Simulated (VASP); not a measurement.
# Cd (P-1) in VASP: single point with PBE

Aim: the single point of Cd with PBE.

Everything below comes from runs of VASP 6.6.1. Logs are shortened: lines on timing, memory, paths and dates and some standing lists are left out, and cuts for length are marked.

## Step 1: The cell of the first run

The typed cell holds 1 atom: a = 3.009 Å, b = 2.972 Å, c = 3.053 Å, α = 62.44°, β = 62.84°, γ = 60.49°.

## Step 2: Single point, PBE (the cell strained at random)

Contents of INCAR:

```
SYSTEM = Cd
PREC = Accurate ; ENCUT = 520
EDIFF = 1E-6 ; ISMEAR = 0
SIGMA = 0.1 ; LREAL = .FALSE.
LASPH = .TRUE. ; NELM = 80
ALGO = Fast ; ISIF = 2
LWAVE = .FALSE. ; LCHARG = .FALSE.
GGA = PE ; NBANDS = 12
```

Contents of KPOINTS:

```
regular mesh
0
G
  14 14 14
  0 0 0
```

Contents of POSCAR:

```
Cd
1.0
   -0.0529472345      2.1034714079      2.1513612610
    2.0774303299     -0.0267287045      2.1251427310
    2.1575720803      2.1573946283     -0.1068704550
Cd
1
Direct
    0.0000000000      0.0000000000      0.0000000000
```

Potentials or basis: VASP PAW PBE potentials, release 64 (Cd).

Command:

```sh
> cat potpaw_PBE.64/Cd/POTCAR > POTCAR
> mpirun -np 1 vasp_std > vasp.out
```

OUTCAR:

```text
SYSTEM = Cd
   PREC = Accurate
   ENCUT = 520
   EDIFF = 1E-6
   ISMEAR = 0
   LREAL = .FALSE.
   LASPH = .TRUE.
   NELM = 80
   ISIF = 2
   GGA = PE

 ion  position               nearest neighbor table
   1  0.000  0.000  0.000-

  LATTYP: Found a triclinic cell.
 ALAT       =     5.3266334935
 B/A-ratio  =     0.5656100532
 C/A-ratio  =     0.5731600072
 COS(alpha) =     0.0003873469
 COS(beta)  =     0.3154901178
 COS(gamma) =     0.8555877047

  Lattice vectors:

 A1 = (  -4.3408968792,   2.0762768920,   2.2844502460)
 A2 = (  -2.1303775644,   2.1302001124,   0.0262185300)
 A3 = (  -2.1575720803,  -2.1573946283,   0.1068704550)

Analysis of symmetry for initial positions (statically):
=====================================================================
 Subroutine PRICEL returns:
 Original cell was already a primitive cell.

 Routine SETGRP: Setting up the symmetry group for a
 triclinic supercell.

 Subroutine GETGRP returns: Found  2 space group operations
 (whereof  2 operations were pure point group operations)
 out of a pool of  2 trial point group operations.

The static configuration has the point symmetry S_2 .

Analysis of symmetry for dynamics (positions and initial velocities):
=====================================================================
 Subroutine PRICEL returns:
 Original cell was already a primitive cell.

 Routine SETGRP: Setting up the symmetry group for a
 triclinic supercell.

 Subroutine GETGRP returns: Found  2 space group operations
 (whereof  2 operations were pure point group operations)
 out of a pool of  2 trial point group operations.

The dynamic configuration has the point symmetry S_2 .

 Subroutine INISYM returns: Found  2 space group operations
 (whereof  2 operations are pure point group operations),
 and found     1 'primitive' translations

----------------------------------------------------------------------------------------

                                     Primitive cell

  volume of cell :      20.1205

  direct lattice vectors                    reciprocal lattice vectors
    -0.052947235  2.103471408  2.151361261    -0.227724274  0.238919329  0.225616525
     2.077430330 -0.026728704  2.125142731     0.241850159 -0.230415243  0.231238324
     2.157572080  2.157394628 -0.106870455     0.225028762  0.227719730 -0.217112439

  length of vectors
     3.009277430  2.971979614  3.053013291     0.399804461  0.406268195  0.386822996

  position of ions in fractional coordinates (direct lattice)
     0.000000000  0.000000000  0.000000000

  ion indices of the primitive-cell ions
   primitive index   ion index
                 1           1

----------------------------------------------------------------------------------------

 KPOINTS: regular mesh

Automatic generation of k-mesh.
 Grid dimensions read from file:
 generate k-points for:   14   14   14

 Generating k-lattice:

  Cartesian coordinates                     Fractional coordinates (reciprocal lattice)
    -0.016266020  0.017065666  0.016115466     0.071428571  0.000000000 -0.000000000
     0.017275011 -0.016458232  0.016517023    -0.000000000  0.071428571 -0.000000000
     0.016073483  0.016265695 -0.015508031     0.000000000  0.000000000  0.071428571

  Length of vectors
     0.028557462  0.029019157  0.027630214

  Shift w.r.t. Gamma in fractional coordinates (k-lattice)
     0.000000000  0.000000000  0.000000000

 Subroutine IBZKPT returns following result:
 ===========================================

 Found   1376 irreducible k-points:

 Following reciprocal coordinates:
            Coordinates               Weight
  0.000000  0.000000  0.000000      1.000000
  0.071429  0.000000 -0.000000      2.000000
  0.142857 -0.000000  0.000000      2.000000
  0.214286 -0.000000  0.000000      2.000000
  0.285714  0.000000  0.000000      2.000000
  0.357143 -0.000000 -0.000000      2.000000
[... 16 lines left out ...]
 -0.000000  0.142857 -0.000000      2.000000
  0.071429  0.142857 -0.000000      2.000000
 [... further k-points ...]
   k-points           NKPTS =   1376   k-points in BZ     NKDIM =   1376   number of bands    NBANDS=     12
   number of dos      NEDOS =    301   number of ions     NIONS =      1
   total plane-waves  NPLWV =  13824
   dimension x,y,z NGX =    24 NGY =   24 NGZ =   24
   dimension x,y,z NGXF=    48 NGYF=   48 NGZF=   48
   ions per type =               1
   NGX,Y,Z   is equivalent  to a cutoff of  13.26, 13.43, 13.07 a.u.
   NGXF,Y,Z  is equivalent  to a cutoff of  26.52, 26.85, 26.14 a.u.
 SYSTEM =  Cd
   PREC   = accura    normal or accurate (medium, high low for compatibility)
   ISTART =      0    job   : 0-new  1-cont  2-samecut
   ICHARG =      2    charge: 1-file 2-atom 10-const
   ISPIN  =      1    spin polarized calculation?
   LNONCOLLINEAR =      F non collinear calculations
   LSORBIT =      F    spin-orbit coupling
   LASPH  =      T    aspherical Exc in radial PAW
   ENCUT  =  520.0 eV  38.22 Ry    6.18 a.u.   5.60  5.53  5.68*2*pi/ulx,y,z
   NELM   =     80;   NELMIN=  2; NELMDL= -5     # of ELM steps
   EDIFF  = 0.1E-05   stopping-criterion for ELM
   LREAL  =      F    real-space projection
   EDIFFG = 0.1E-04   stopping-criterion for IOM
   NSW    =      0    number of steps for IOM
   IBRION =     -1    ionic relax: 0-MD 1-quasi-New 2-CG
   NFREE  =      0    steps in history (QN), initial steepest desc. (CG)
   ISIF   =      2    stress and relaxation
   ISYM   =      2    0-nonsym 1-usesym 2-fastsym
   POTIM  = 0.5000    time-step for ionic-motion
   TEBEG  =    0.0;   TEEND  =   0.0 temperature during run
   PSTRESS=    0.0 pullay stress
   NELECT =      12.0000    total number of electrons
   NUPDOWN=      -1.0000    fix difference up-down
   EMIN   =  10.00;   EMAX   =-10.00  energy-range for DOS
   EFERMI =   0.00;   METHOD = LEGACY
   ISMEAR =     0;   SIGMA  =   0.10  broadening in eV -4-tet -1-fermi 0-gaus
   EFERMI_NEDOS =   21; number of points for ismear=-14 and -15
   IALGO  =     68    algorithm
   IMIX   =      4    mixing-type and parameters
     AMIX     =   0.40;   BMIX     =  1.00
     AMIX_MAG =   1.60;   BMIX_MAG =  1.00
  volume/ion in A,a.u.               =      20.12       135.78
  Fermi-wavevector in a.u.,A,eV,Ry     =   1.378022  2.604083 25.836694  1.898943
  Thomas-Fermi vector in A             =   2.503121
   LORBIT       =      0    0 simple, 1 ext, 2 COOP (PROOUT), +10 PAW based schemes
   GGA     = PE    functional components
   LHFCALC =     F    Hartree Fock is set to
   AEXX    =    0.0000 exact exchange contribution
   IVDW    =     0    specifies the selected vdW correction
   LEPSILON=     F    determine dielectric tensor
   LRPA    =     F    only Hartree local field effects (RPA)
 non-spin polarized calculation
 RMM-DIIS sequential band-by-band and
 Gauss-broadening in eV      SIGMA  =   0.10
  energy-cutoff  :      520.00
  volume of cell :       20.12
 maximum number of plane-waves:       562
   NGX = 11   NGY = 11   NGZ = 11

 number of electron      11.9999999 magnetization

 Free energy of the ion-electron system (eV)
  ---------------------------------------------------
  ext. energy  EPLUGINS =         0.00000000
  ---------------------------------------------------
  free energy    TOTEN  =        -0.67721167 eV

  energy without entropy =       -0.67538759  energy(sigma->0) =       -0.67629963

 E-fermi :   3.4664     XC(G=0): -11.4223

 val. band max:        3.4649332970   @ k =  -0.4286  -0.4286   0.4286
 cond. band min:       3.4699793898   @ k =   0.3571  -0.3571   0.1429
 fundamental gap:      0.0050460928
 Fermi energy:         3.4664334399

 k-point     1 :       0.0000    0.0000    0.0000
  band No.  band energies     occupation
      1      -6.1113      2.00000
      2      -5.9686      2.00000
      3      -5.8958      2.00000
      4      -5.8154      2.00000
      5      -5.4051      2.00000
      6      -5.3286      2.00000
      7      16.9030      0.00000
      8      18.4404      0.00000
      9      19.5788      0.00000
     10      20.5505      0.00000
     11      21.4138      0.00000
     12      22.7913      0.00000

 k-point     2 :       0.0714    0.0000   -0.0000
  band No.  band energies     occupation
      1      -6.0644      2.00000
      2      -5.9850      2.00000
      3      -5.8167      2.00000
      4      -5.7501      2.00000
      5      -5.4099      2.00000
      6      -5.3374      2.00000
      7      16.7215      0.00000
      8      17.1739      0.00000
      9      19.1591      0.00000
     10      20.2691      0.00000
     11      21.6670      0.00000
     12      23.4461      0.00000

 k-point     3 :       0.1429   -0.0000    0.0000
  band No.  band energies     occupation
      1      -6.0809      2.00000
      2      -5.9849      2.00000
      3      -5.7242      2.00000
      4      -5.4150      2.00000
      5      -5.3721      2.00000
      6      -5.3014      2.00000
      7      14.2003      0.00000
      8      16.9159      0.00000
      9      18.7764      0.00000
     10      19.7629      0.00000
     11      22.0333      0.00000
     12      23.2173      0.00000
[... 286 lines left out ...]
 k-point    23 :      -0.0000    0.1429   -0.0000
  band No.  band energies     occupation
      1      -6.0287      2.00000
      2      -5.9716      2.00000
      3      -5.7525      2.00000
      4      -5.4268      2.00000
      5      -5.3776      2.00000
      6      -5.3031      2.00000
      7      14.8086      0.00000
      8      16.8746      0.00000
      9      18.0867      0.00000
     10      19.6430      0.00000
     11      22.0688      0.00000
     12      22.9469      0.00000

 k-point    24 :       0.0714    0.1429   -0.0000
  band No.  band energies     occupation
      1      -6.0768      2.00000
      2      -5.8771      2.00000
      3      -5.7671      2.00000
      4      -5.6013      2.00000
      5      -5.3203      2.00000
      6      -5.2890      2.00000
      7      15.8820      0.00000
      8      16.1000      0.00000
      9      18.4095      0.00000
     10      19.2780      0.00000
     11      21.3392      0.00000
     12      22.8785      0.00000

 [... further k-points ...]

------------------------ aborting loop because EDIFF is reached ----------------------------------------

  FORCE on cell =-STRESS in cart. coord.  units (eV):
  Direction    XX          YY          ZZ          XY          YZ          ZX
  --------------------------------------------------------------------------------------
  -------------------------------------------------------------------------------------
  Total        1.1019759      1.0914020      0.9663604     -0.0511093      0.0389635      0.0430940
  in kB       87.7495667     86.9075759     76.9505964     -4.0697970      3.1026396      3.4315429
  external PRESSURE =      83.8692463 kB  Pullay stress =       0.0000000 kB

 VOLUME and BASIS-vectors are now :
 -----------------------------------------------------------------------------
  energy-cutoff  :      520.00
  volume of cell :       20.12
      direct lattice vectors                 reciprocal lattice vectors
    -0.052947235  2.103471408  2.151361261    -0.227724274  0.238919329  0.225616525
     2.077430330 -0.026728704  2.125142731     0.241850159 -0.230415243  0.231238324
     2.157572080  2.157394628 -0.106870455     0.225028762  0.227719730 -0.217112439

 POSITION                                       TOTAL-FORCE (eV/Angst)
 -----------------------------------------------------------------------------------
      0.00000      0.00000      0.00000         0.000000      0.000000     -0.000000
 -----------------------------------------------------------------------------------
    total drift:                               -0.000000      0.000000      0.000000

  FREE ENERGIE OF THE ION-ELECTRON SYSTEM (eV)
  ---------------------------------------------------
  free  energy   TOTEN  =        -0.6772116729 eV

  energy  without entropy=       -0.6753875900  energy(sigma->0) =       -0.67629963
```

Run time: 1.8 min. Hardware: 1 thread of Intel Xeon Platinum 8488C (Sapphire Rapids), shared host; peak memory 0.41 GiB.

Results:

```
Free energy            : -0.6772 eV
Pressure               : 8.4 GPa
Band gap on the k mesh : zero (bands 6 and 7 overlap by 3.56 eV)
```

Caveat: the cell differs from its parent crystal (the cell strained at random); the cell stands under pressure.
